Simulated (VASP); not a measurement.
Runs of VASP 6.6.1 on BN. The structure is that of space group F-43m (No. 216), or close to it. The cells are those of the table. 

```csv
task,cell,k mesh,smearing,gap on the mesh (eV),pressure (GPa)
relaxation of cell and atoms,"relaxed from a = 2.563 Å, angles 60.0°, 2 atoms",12 × 12 × 12,gaussian 0.02 eV,4.45,0.0
single point,"a = 2.563 Å, angles 60.0°, 2 atoms",8 × 8 × 8,gaussian 0.1 eV,4.45,0.0
relaxation of cell and atoms,"relaxed from a = 3.162 Å, angles 60.0°, 2 atoms",8 × 8 × 8,gaussian 0.1 eV,4.45,-0.2
single point,"a = 2.563 Å, angles 60.0°, 2 atoms",12 × 12 × 12,gaussian 0.02 eV,4.45,0.0
single point,"a = 3.162 Å, angles 60.0°, 2 atoms",8 × 8 × 8,gaussian 0.1 eV,(a),-67.9
```

Alike in all rows: level PBE; potentials or basis VASP PAW PBE potentials, release 64 (B, N); no spin polarisation; cutoff (eV) 600.

Problem. Estimate the missing entries.

Solution. (a) 1.97.

Caveats: the relaxation stopped at its first step, so nothing moved (some runs).

A k mesh can miss the band edges.
